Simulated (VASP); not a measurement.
Write the native input for VASP 6.6.1 that does the following.

| Property | Result |
| --- | --- |
| Task | single point |
| Functional | LDA |
| Potentials or basis | VASP PAW LDA potentials, release 64 (Pt) |
| Cutoff | 520 eV |
| k mesh | 12 × 12 × 12 |
| Occupations | fermi-dirac, width 0.1 eV |
| Spin | no spin polarisation |
| Dipole correction | no |
| Further INCAR settings | ALGO = Normal; EDIFF = 1e-06; NBANDS = 17 |

The structure of Pt lies in POSCAR:

```
Pt
1.0
    0.0000000000      2.7765275864      2.7765275864
    2.7765275864      0.0000000000      2.7765275864
    2.7765275864      2.7765275864      0.0000000000
Pt
2
Direct
   -0.1250000000     -0.1250000000     -0.1250000000
    0.1250000000      0.1250000000      0.1250000000
```

This cell differs from its parent crystal: volume scaled by 0.95.

The input as run:

INCAR

```
SYSTEM = Pt
ALGO = Normal
EDIFF = 1E-6
ENCUT = 520
GGA = CA
ISIF = 2
ISMEAR = -1
LASPH = .True.
LCHARG = .True.
LELF = .True.
LREAL = .False.
LVHAR = .True.
LWAVE = .False.
NBANDS = 17
NELM = 60
PREC = Accurate
SIGMA = 0.1
```

KPOINTS

```
k-points
0
Gamma
  12 12 12
  0 0 0
```

Potentials or basis: VASP PAW LDA potentials, release 64 (Pt).

Command:

```sh
$ cat potpaw_LDA.64/Pt/POTCAR > POTCAR
$ mpirun -np 1 vasp_std > vasp.out
```

Results of the run:

The pressure is 8.5 GPa and the band gap on the k mesh is zero (band 10 reaches 6.63 eV, above the bottom of band 11 at 5.90 eV).

Caveat: spin-orbit coupling is left out, which moves the levels of the heavy elements.

Run time: 19 s on 1 thread of AMD EPYC 9R45 96-Core Processor (Zen 5), with other jobs on the host, peak memory 0.15 GiB.
